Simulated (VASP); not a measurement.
# W (P-1) in VASP: single point with PBE

Aim: the single point of W with PBE.

All numbers are computed with VASP 6.6.1; they aren't measurements. Logs are shortened: lines on timing, memory, paths and dates and some standing lists are left out, and cuts for length are marked.

## 1. The cell of the first run

The typed cell holds 2 atoms: a = 2.679 Å, b = 3.021 Å, c = 4.737 Å, α = 82.83°, β = 106.65°, γ = 116.28°.

## 2. Single point, PBE

INCAR

```
PREC = Accurate
ENCUT = 520
EDIFF = 1E-6
ISMEAR = 0
SIGMA = 0.1
LREAL = False
LASPH = True
NELM = 80
ALGO = Fast
ISIF = 2
LWAVE = False
LCHARG = False
GGA = PE
NBANDS = 21
```

KPOINTS

```
Automatic mesh
0
Gamma
  6 6 4
```

POSCAR

```
W
1.0
    2.6740705318      0.0983137096      0.1313245700
   -1.4125386884      2.6248625579     -0.4882327455
   -1.6002767207      0.6402041408      4.4124060462
W
2
Direct
    0.4067312167      0.4060215960      0.3397587352
    0.1575879529      0.9090770016      0.8396341220
```

Potentials or basis: VASP PAW PBE potentials, release 64 (W_sv).

Launch:

```
cat potpaw_PBE.64/W_sv/POTCAR > POTCAR
mpirun -np 1 vasp_std > vasp.out
```

OUTCAR:

```text
PREC = Accurate
   ENCUT = 520
   EDIFF = 1E-6
   ISMEAR = 0
   LREAL = False
   LASPH = True
   NELM = 80
   ISIF = 2
   GGA = PE

 ion  position               nearest neighbor table
   1  0.407  0.406  0.340-   2 2.72   2 2.72   2 2.73   2 2.73   2 3.31   2 3.31   2 3.33   2 3.33

   2  0.158  0.909  0.840-   1 2.72   1 2.72   1 2.73   1 2.73   1 3.31   1 3.31   1 3.33   1 3.33

  LATTYP: Found a triclinic cell.
 ALAT       =     3.0205198572
 B/A-ratio  =     1.7479098683
 C/A-ratio  =     0.8869657909
 COS(alpha) =     0.0030099763
 COS(beta)  =     0.4428035548
 COS(gamma) =     0.4594479722

  Lattice vectors:

 A1 = (   1.4125386884,  -2.6248625579,   0.4882327455)
 A2 = (   0.3387448773,  -3.3633804083,  -4.0554978707)
 A3 = (   2.6740705318,   0.0983137096,   0.1313245700)

Analysis of symmetry for initial positions (statically):
=====================================================================
 Subroutine PRICEL returns:
 Original cell was already a primitive cell.

 Routine SETGRP: Setting up the symmetry group for a
 triclinic supercell.

 Subroutine GETGRP returns: Found  2 space group operations
 (whereof  1 operations were pure point group operations)
 out of a pool of  2 trial point group operations.

The static configuration has the point symmetry C_1 .
 The point group associated with its full space group is S_2 .

Analysis of symmetry for dynamics (positions and initial velocities):
=====================================================================
 Subroutine PRICEL returns:
 Original cell was already a primitive cell.

 Routine SETGRP: Setting up the symmetry group for a
 triclinic supercell.

 Subroutine GETGRP returns: Found  2 space group operations
 (whereof  1 operations were pure point group operations)
 out of a pool of  2 trial point group operations.

The dynamic configuration has the point symmetry C_1 .
 The point group associated with its full space group is S_2 .

 Subroutine INISYM returns: Found  2 space group operations
 (whereof  1 operations are pure point group operations),
 and found     1 'primitive' translations

----------------------------------------------------------------------------------------

                                     Primitive cell

  volume of cell :      32.9293

  direct lattice vectors                    reciprocal lattice vectors
     2.674070532  0.098313710  0.131324570     0.361214659  0.213002167  0.100099251
    -1.412538688  2.624862558 -0.488232746    -0.010620511  0.364698267 -0.056766557
    -1.600276721  0.640204141  4.412406046    -0.011925838  0.034014371  0.217373290

  length of vectors
     2.679097784  3.020519857  4.737095528     0.431121576  0.369242553  0.220341440

  position of ions in fractional coordinates (direct lattice)
     0.406731217  0.406021596  0.339758735
     0.157587953  0.909077002  0.839634122

  ion indices of the primitive-cell ions
   primitive index   ion index
                 1           1
                 2           2

----------------------------------------------------------------------------------------

 KPOINTS: Automatic mesh

Automatic generation of k-mesh.
 Grid dimensions read from file:
 generate k-points for:    6    6    4

 Generating k-lattice:

  Cartesian coordinates                     Fractional coordinates (reciprocal lattice)
     0.060202443  0.035500361  0.016683209     0.166666667 -0.000000000 -0.000000000
    -0.001770085  0.060783044 -0.009461093     0.000000000  0.166666667  0.000000000
    -0.002981460  0.008503593  0.054343322    -0.000000000  0.000000000  0.250000000

  Length of vectors
     0.071853596  0.061540426  0.055085360

  Shift w.r.t. Gamma in fractional coordinates (k-lattice)
     0.000000000  0.000000000  0.000000000

 Subroutine IBZKPT returns following result:
 ===========================================

 Found     76 irreducible k-points:

 Following reciprocal coordinates:
            Coordinates               Weight
  0.000000  0.000000  0.000000      1.000000
  0.166667  0.000000 -0.000000      2.000000
  0.333333 -0.000000  0.000000      2.000000
  0.500000 -0.000000 -0.000000      1.000000
  0.000000  0.166667 -0.000000      2.000000
  0.166667  0.166667 -0.000000      2.000000
[... 16 lines left out ...]
  0.333333 -0.000000  0.250000      2.000000
  0.500000 -0.000000  0.250000      2.000000
 [... further k-points ...]
   k-points           NKPTS =     76   k-points in BZ     NKDIM =     76   number of bands    NBANDS=     21
   number of dos      NEDOS =    301   number of ions     NIONS =      2
   total plane-waves  NPLWV =  17280
   dimension x,y,z NGX =    20 NGY =   24 NGZ =   36
   dimension x,y,z NGXF=    40 NGYF=   48 NGZF=   72
   ions per type =               2
   NGX,Y,Z   is equivalent  to a cutoff of  12.41, 13.21, 12.63 a.u.
   NGXF,Y,Z  is equivalent  to a cutoff of  24.82, 26.42, 25.27 a.u.
 SYSTEM =  unknown system
   PREC   = accura    normal or accurate (medium, high low for compatibility)
   ISTART =      0    job   : 0-new  1-cont  2-samecut
   ICHARG =      2    charge: 1-file 2-atom 10-const
   ISPIN  =      1    spin polarized calculation?
   LNONCOLLINEAR =      F non collinear calculations
   LSORBIT =      F    spin-orbit coupling
   LASPH  =      T    aspherical Exc in radial PAW
   ENCUT  =  520.0 eV  38.22 Ry    6.18 a.u.   4.98  5.62  8.81*2*pi/ulx,y,z
   NELM   =     80;   NELMIN=  2; NELMDL= -5     # of ELM steps
   EDIFF  = 0.1E-05   stopping-criterion for ELM
   LREAL  =      F    real-space projection
   EDIFFG = 0.1E-04   stopping-criterion for IOM
   NSW    =      0    number of steps for IOM
   IBRION =     -1    ionic relax: 0-MD 1-quasi-New 2-CG
   NFREE  =      0    steps in history (QN), initial steepest desc. (CG)
   ISIF   =      2    stress and relaxation
   ISYM   =      2    0-nonsym 1-usesym 2-fastsym
   POTIM  = 0.5000    time-step for ionic-motion
   TEBEG  =    0.0;   TEEND  =   0.0 temperature during run
   PSTRESS=    0.0 pullay stress
   NELECT =      28.0000    total number of electrons
   NUPDOWN=      -1.0000    fix difference up-down
   EMIN   =  10.00;   EMAX   =-10.00  energy-range for DOS
   EFERMI =   0.00;   METHOD = LEGACY
   ISMEAR =     0;   SIGMA  =   0.10  broadening in eV -4-tet -1-fermi 0-gaus
   EFERMI_NEDOS =   21; number of points for ismear=-14 and -15
   IALGO  =     68    algorithm
   IMIX   =      4    mixing-type and parameters
     AMIX     =   0.40;   BMIX     =  1.00
     AMIX_MAG =   1.60;   BMIX_MAG =  1.00
  volume/ion in A,a.u.               =      16.46       111.11
  Fermi-wavevector in a.u.,A,eV,Ry     =   1.550959  2.930887 32.728444  2.405473
  Thomas-Fermi vector in A             =   2.655547
   LORBIT       =      0    0 simple, 1 ext, 2 COOP (PROOUT), +10 PAW based schemes
   GGA     = PE    functional components
   LHFCALC =     F    Hartree Fock is set to
   AEXX    =    0.0000 exact exchange contribution
   IVDW    =     0    specifies the selected vdW correction
   LEPSILON=     F    determine dielectric tensor
   LRPA    =     F    only Hartree local field effects (RPA)
 non-spin polarized calculation
 RMM-DIIS sequential band-by-band and
 Gauss-broadening in eV      SIGMA  =   0.10
  energy-cutoff  :      520.00
  volume of cell :       32.93
 maximum number of plane-waves:       901
   NGX =  9   NGY = 11   NGZ = 17

 number of electron      28.0000004 magnetization

 Free energy of the ion-electron system (eV)
  ---------------------------------------------------
  ext. energy  EPLUGINS =         0.00000000
  ---------------------------------------------------
  free energy    TOTEN  =       -25.37705010 eV

  energy without entropy =      -25.37065008  energy(sigma->0) =      -25.37385009

 E-fermi :  10.4853     XC(G=0): -13.4056

 val. band max:       10.4330326180   @ k =   0.5000   0.3333   0.2500
 cond. band min:      10.4911915931   @ k =   0.5000   0.3333   0.2500
 fundamental gap:      0.0581589751
 Fermi energy:        10.4852562285

 k-point     1 :       0.0000    0.0000    0.0000
  band No.  band energies     occupation
      1     -63.2812      2.00000
      2     -63.1483      2.00000
      3     -28.0889      2.00000
      4     -27.3292      2.00000
      5     -27.0056      2.00000
      6     -26.8564      2.00000
[... 13 lines left out ...]
     20      15.7766      0.00000
     21      21.2671      0.00000

 k-point     2 :       0.1667    0.0000   -0.0000
  band No.  band energies     occupation
      1     -63.2504      2.00000
      2     -63.1326      2.00000
      3     -27.9877      2.00000
      4     -27.3661      2.00000
      5     -27.1760      2.00000
      6     -27.1339      2.00000
[... 13 lines left out ...]
     20      16.7978      0.00000
     21      21.0582      0.00000

 k-point     3 :       0.3333   -0.0000    0.0000
  band No.  band energies     occupation
      1     -63.1856      2.00000
      2     -63.1038      2.00000
      3     -27.8644      2.00000
      4     -27.7828      2.00000
      5     -27.5914      2.00000
      6     -27.3538      2.00000
[... 13 lines left out ...]
     20      17.7791      0.00000
     21      22.1370      0.00000

 k-point     4 :       0.5000   -0.0000   -0.0000
  band No.  band energies     occupation
      1     -63.1499      2.00000
      2     -63.0924      2.00000
      3     -28.0861      2.00000
      4     -27.9887      2.00000
      5     -27.6039      2.00000
      6     -27.2688      2.00000
[... 13 lines left out ...]
     20      17.3772      0.00000
     21      20.5472      0.00000

 k-point     5 :       0.0000    0.1667   -0.0000
  band No.  band energies     occupation
      1     -63.2643      2.00000
      2     -63.1490      2.00000
      3     -27.9956      2.00000
      4     -27.4465      2.00000
      5     -27.1709      2.00000
      6     -26.9468      2.00000
[... 13 lines left out ...]
     20      17.8750      0.00000
     21      20.1620      0.00000

 k-point     6 :       0.1667    0.1667   -0.0000
  band No.  band energies     occupation
      1     -63.2223      2.00000
      2     -63.1361      2.00000
      3     -27.8503      2.00000
      4     -27.5201      2.00000
      5     -27.3759      2.00000
      6     -27.1938      2.00000
[... 13 lines left out ...]
     20      19.1325      0.00000
     21      20.2948      0.00000

 k-point     7 :       0.3333    0.1667    0.0000
  band No.  band energies     occupation
      1     -63.1623      2.00000
      2     -63.1105      2.00000
      3     -27.8810      2.00000
      4     -27.7917      2.00000
      5     -27.5833      2.00000
      6     -27.3606      2.00000
[... 13 lines left out ...]
     20      18.9251      0.00000
     21      19.8457      0.00000
[... 291 lines left out ...]
      1     -63.1506      2.00000
      2     -63.0914      2.00000
      3     -28.0861      2.00000
      4     -27.9876      2.00000
      5     -27.6114      2.00000
      6     -27.2703      2.00000
[... 13 lines left out ...]
     20      17.3806      0.00000
     21      20.5549      0.00000

 k-point    21 :      -0.0000    0.0000    0.2500
  band No.  band energies     occupation
      1     -63.2620      2.00000
      2     -63.1680      2.00000
      3     -27.9098      2.00000
      4     -27.2917      2.00000
      5     -27.0731      2.00000
      6     -26.9899      2.00000
[... 13 lines left out ...]
     20      15.2525      0.00000
     21      23.5118      0.00000

 k-point    22 :       0.1667    0.0000    0.2500
  band No.  band energies     occupation
      1     -63.2222      2.00000
      2     -63.1612      2.00000
      3     -27.7476      2.00000
      4     -27.3570      2.00000
      5     -27.2406      2.00000
      6     -27.1308      2.00000
[... 13 lines left out ...]
     20      15.6748      0.00000
     21      24.5394      0.00000

 k-point    23 :       0.3333   -0.0000    0.2500
  band No.  band energies     occupation
      1     -63.1622      2.00000
      2     -63.1273      2.00000
      3     -27.8801      2.00000
      4     -27.7332      2.00000
      5     -27.4808      2.00000
      6     -27.3396      2.00000
[... 13 lines left out ...]
     20      16.2249      0.00000
     21      22.4438      0.00000

 k-point    24 :       0.5000   -0.0000    0.2500
  band No.  band energies     occupation
      1     -63.1502      2.00000
      2     -63.0922      2.00000
      3     -28.1127      2.00000
      4     -27.9500      2.00000
      5     -27.5627      2.00000
      6     -27.4390      2.00000
[... 13 lines left out ...]
     20      17.7591      0.00000
     21      21.3156      0.00000

 [... further k-points ...]
[... 5 lines left out ...]
  --------------------------------------------------------------------------------------
  -------------------------------------------------------------------------------------
  Total        0.1531831      0.0645338      0.1260693     -0.0004782      0.0510892      0.0149834
  in kB        7.4531437      3.1398993      6.1339205     -0.0232657      2.4857536      0.7290214
  external PRESSURE =       5.5756545 kB  Pullay stress =       0.0000000 kB

 VOLUME and BASIS-vectors are now :
 -----------------------------------------------------------------------------
  energy-cutoff  :      520.00
  volume of cell :       32.93
      direct lattice vectors                 reciprocal lattice vectors
     2.674070532  0.098313710  0.131324570     0.361214659  0.213002167  0.100099251
    -1.412538688  2.624862558 -0.488232746    -0.010620511  0.364698267 -0.056766557
    -1.600276721  0.640204141  4.412406046    -0.011925838  0.034014371  0.217373290

 POSITION                                       TOTAL-FORCE (eV/Angst)
 -----------------------------------------------------------------------------------
     -0.02960      1.32325      1.35433        -0.002154     -0.008354      0.008607
     -2.20635      2.93923      3.28166         0.002154      0.008354     -0.008607
 -----------------------------------------------------------------------------------
    total drift:                               -0.000019     -0.000005     -0.000006

  FREE ENERGIE OF THE ION-ELECTRON SYSTEM (eV)
  ---------------------------------------------------
  free  energy   TOTEN  =       -25.3770501034 eV

  energy  without entropy=      -25.3706500799  energy(sigma->0) =      -25.37385009
```

It took 43 s on 1 thread of Intel Xeon 6975P-C (Granite Rapids), shared host; peak memory 0.17 GiB.

Results:

| Property | Result |
| --- | --- |
| Free energy | -25.3771 eV |
| Pressure | 0.6 GPa |
| Largest force | 0.012 eV/Å |
| Band gap on the k mesh | zero (band 14 reaches 11.31 eV, above the bottom of band 15 at 10.38 eV) |

Forces in eV/Å, atoms in the order of the input:
```
W   -0.002 -0.008  0.009
W    0.002  0.008 -0.009
```

Stress tensor (GPa, compression positive):
```
0.75 0.00 0.07
0.00 0.31 0.25
0.07 0.25 0.61
```

Levels at points of the mesh, in eV from the Fermi level:
```
           k point  band 10  band 11  band 12  band 13  band 14  band 15  band 16  band 17  band 18  band 19
(0.00, 0.00, 0.00)    -5.54    -2.25    -1.90    -0.61     0.83     0.95     1.42     1.51     3.04     3.09
(0.50, 0.00, 0.00)    -4.86    -4.01    -1.64    -0.65    -0.07     2.29     3.05     3.80     4.62     6.37
(0.00, 0.50, 0.00)    -4.67    -2.57    -2.50    -2.27    -2.26     3.21     3.30     4.68     4.70     6.03
(0.50, 0.50, 0.00)    -4.86    -4.01    -1.67    -0.63    -0.07     2.30     3.04     3.79     4.64     6.39
(0.00, 0.00, 0.50)    -6.67    -1.89    -1.88    -1.45    -1.44     0.91     0.92     1.99     1.99     4.18
(0.50, 0.00, 0.50)    -4.85    -4.04    -1.65    -0.65    -0.11     2.29     3.15     3.80     4.62     6.43
(0.00, 0.50, 0.50)    -5.64    -3.26    -3.26     0.57     0.60     2.52     2.54     4.66     4.66     5.18
(0.50, 0.50, 0.50)    -4.85    -4.05    -1.63    -0.69    -0.10     2.29     3.16     3.82     4.62     6.45
```

Caveat: the k points lie up to 0.45 Å⁻¹ apart; spin-orbit coupling is left out, which moves the levels of the heavy elements.
